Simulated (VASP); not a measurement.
# Gd (P6_3/mmc) in VASP: notebook, part 2 of 2

VASP 6.6.1.

### 4 Single point, LDA, collinear spin, ferromagnetic start

The input, INCAR:

```
SYSTEM = Gd
ALGO = Normal
EDIFF = 1E-6
ENCUT = 520
GGA = CA
ISIF = 2
ISMEAR = 1
ISPIN = 2
LASPH = .TRUE.
LCHARG = .FALSE.
LMAXMIX = 6
LORBIT = 11
LREAL = .FALSE.
LWAVE = .FALSE.
MAGMOM = 7.214 7.214
NBANDS = 29
NELM = 150
PREC = Accurate
SIGMA = 0.01
```

The input, KPOINTS:

```
k-points
0
G
  10 10 6
  0 0 0
```

The input, POSCAR:

```
Gd
1.0
    3.4841536640      0.0000000000      0.0000000000
   -1.7420768320      3.0173655837      0.0000000000
    0.0000000000      0.0000000000      5.5867162136
Gd
2
Direct
    0.3333333333      0.6666666667      0.2500000000
    0.6666666667      0.3333333333      0.7500000000
```

Potentials or basis: VASP PAW PBE potentials, release 64 (Gd).

Run with:

```
$ cat potpaw_PBE.64/Gd/POTCAR > POTCAR
$ mpirun -np 1 vasp_std > vasp.out
```

OUTCAR:

```text
SYSTEM = Gd
   EDIFF = 1E-6
   ENCUT = 520
   GGA = CA
   ISIF = 2
   ISMEAR = 1
   ISPIN = 2
   LASPH = .TRUE.
   LORBIT = 11
   LREAL = .FALSE.
   NELM = 150
   PREC = Accurate

 ion  position               nearest neighbor table
   1  0.333  0.667  0.250-   2 3.44   2 3.44   2 3.44   2 3.44   2 3.44   2 3.44
   2  0.667  0.333  0.750-   1 3.44   1 3.44   1 3.44   1 3.44   1 3.44   1 3.44

  LATTYP: Found a hexagonal cell.
 ALAT       =     3.4841536640
 C/A-ratio  =     1.6034643567

  Lattice vectors:

[... 1756 lines left out ...]

 VOLUME and BASIS-vectors are now :
 -----------------------------------------------------------------------------
  energy-cutoff  :      520.00
  volume of cell :       58.73
      direct lattice vectors                 reciprocal lattice vectors
     3.484153664  0.000000000  0.000000000     0.287013748  0.165707464  0.000000000
    -1.742076832  3.017365584  0.000000000     0.000000000  0.331414929  0.000000000
     0.000000000  0.000000000  5.586716214     0.000000000  0.000000000  0.178996026

 POSITION                                       TOTAL-FORCE (eV/Angst)
 -----------------------------------------------------------------------------------
     -0.00000      2.01158      1.39668         0.000000      0.000000      0.000000
      1.74208      1.00579      4.19004        -0.000000     -0.000000      0.000000
 -----------------------------------------------------------------------------------
    total drift:                                0.000000     -0.000000      0.000000

  FREE ENERGIE OF THE ION-ELECTRON SYSTEM (eV)
  ---------------------------------------------------
  free  energy   TOTEN  =       -23.3351761621 eV

  energy  without entropy=      -23.3352065737  energy(sigma->0) =      -23.33518630

 total charge

# of ion       s       p       d       f       tot
--------------------------------------------------
    1        2.080   5.521   0.639   7.011  15.251
    2        2.080   5.521   0.639   7.011  15.251
--------------------------------------------------
tot          4.159  11.043   1.278  14.021  30.501

 magnetization (x)

# of ion       s       p       d       f       tot
--------------------------------------------------
    1        0.006  -0.035   0.172   6.767   6.910
    2        0.006  -0.035   0.172   6.767   6.910
--------------------------------------------------
tot          0.013  -0.070   0.344  13.533  13.821
```

OSZICAR:

```text
N       E                     dE             d eps       ncg     rms          rms(c)
DAV:   1     0.246707511204E+03    0.24671E+03   -0.12299E+04  9050   0.624E+03
DAV:   2     0.355975847944E+02   -0.21111E+03   -0.18988E+03  9249   0.429E+02
DAV:   3    -0.113681054096E+02   -0.46966E+02   -0.44263E+02 10855   0.184E+02
[... 32 lines left out ...]
DAV:  36    -0.233351798652E+02    0.46620E-05   -0.66870E-06  8123   0.490E-02    0.778E-02
DAV:  37    -0.233351855381E+02   -0.56729E-05   -0.35918E-06  7327   0.466E-02    0.946E-02
DAV:  38    -0.233351795284E+02    0.60097E-05   -0.42114E-06  6526   0.522E-02    0.641E-02
DAV:  39    -0.233351760542E+02    0.34742E-05   -0.87007E-06  8477   0.656E-02    0.500E-02
DAV:  40    -0.233351761621E+02   -0.10787E-06   -0.84559E-06  8580   0.582E-02
   1 F= -.23335176E+02 E0= -.23335186E+02  d E =0.304116E-04  mag=    14.7219
```

stdout:

```text
POSCAR found type information on POSCAR Gd
 POSCAR found :  1 types and       2 ions
 scaLAPACK will be used
 -----------------------------------------------------------------------------
|                                                                             |
|                                                                             |
|     You enforced a specific xc type in the INCAR file but a different       |
|     I HOPE YOU KNOW WHAT YOU ARE DOING!                                     |
|                                                                             |
 -----------------------------------------------------------------------------

 LDA part: xc-table for (Slater(with rela. corr.)+CA(PZ))
 , standard interpolation
 POSCAR, INCAR and KPOINTS ok, starting setup
 FFT: planning ... GRIDC
 FFT: planning ... GRID_SOFT
 FFT: planning ... GRID
 WAVECAR not read
 entering main loop
```

Run time: 4.6 min. Hardware: 1 thread of Intel Xeon 6975P-C (Granite Rapids), shared host; peak memory 0.28 GiB.

What came out:

| Quantity | Value |
| --- | --- |
| Free energy | -23.3352 eV |
| Pressure | 0.1 GPa |
| Net moment | 14.72 μB per cell |
| Site moments | Gd +6.91 μB |
| Valence electrons inside the program's atomic spheres | Gd 15.25 |

Levels at points of the mesh, in eV from the Fermi level:
Spin up:
```csv
k point,band 21,band 22,band 23,band 24,band 25,band 26,band 27,band 28,band 29
"(0.00, 0.00, 0.00)",-4.21,-4.17,-4.17,-2.51,1.50,1.50,1.64,1.78,2.22
"(0.50, 0.00, 0.00)",-4.20,-4.18,-1.99,-1.92,-1.41,0.50,1.23,1.44,2.10
"(0.00, 0.00, 0.50)",-4.17,-4.17,-3.39,-3.39,0.71,0.71,1.42,1.42,1.42
"(0.50, 0.00, 0.50)",-4.21,-4.21,-2.25,-2.25,-0.41,-0.41,2.22,2.22,2.97
```
Spin down:
| k point | band 8 | band 9 | band 10 | band 11 | band 12 | band 13 |
| --- | --- | --- | --- | --- | --- | --- |
| (0.00, 0.00, 0.00) | -19.41 | -4.33 | -1.77 | 0.28 | 0.34 | 0.40 |
| (0.50, 0.00, 0.00) | -19.58 | -1.23 | -1.22 | -0.79 | 0.33 | 0.42 |
| (0.00, 0.00, 0.50) | -19.53 | -2.63 | -2.63 | 0.18 | 0.18 | 0.44 |
| (0.50, 0.00, 0.50) | -19.74 | -1.58 | -1.58 | 0.04 | 0.04 | 0.46 |

Caveat: the PAW data sets were made with another functional, which shifts forces and pressure a little; spin-orbit coupling is left out, which moves the levels of the heavy elements; semilocal functionals describe open f shells poorly, which spoils levels, moments and volumes.

### 5 The runs side by side

```csv
smearing,gap on the mesh (eV),pressure (GPa),moment (μB)
gaussian 0.6 eV,none,1.2,14.34
gaussian 1 eV,none,2.7,14.16
methfessel-paxton 0.01 eV,none,0.1,14.72
```

Alike in all rows: task single point; level LDA; potentials or basis VASP PAW PBE potentials, release 64 (Gd); spin collinear, ferromagnetic start; cell as given; k mesh 10 × 10 × 6; cutoff (eV) 520.

Caveats: the PAW data sets were made with another functional, which shifts forces and pressure a little; spin-orbit coupling is left out, which moves the levels of the heavy elements; semilocal functionals describe open f shells poorly, which spoils levels, moments and volumes; so wide a smearing shifts energies and pressures (at least some runs); the highest band is partly filled, so the run has too few bands (at least some runs).

Absolute energies hang on the potentials; compare differences alone.
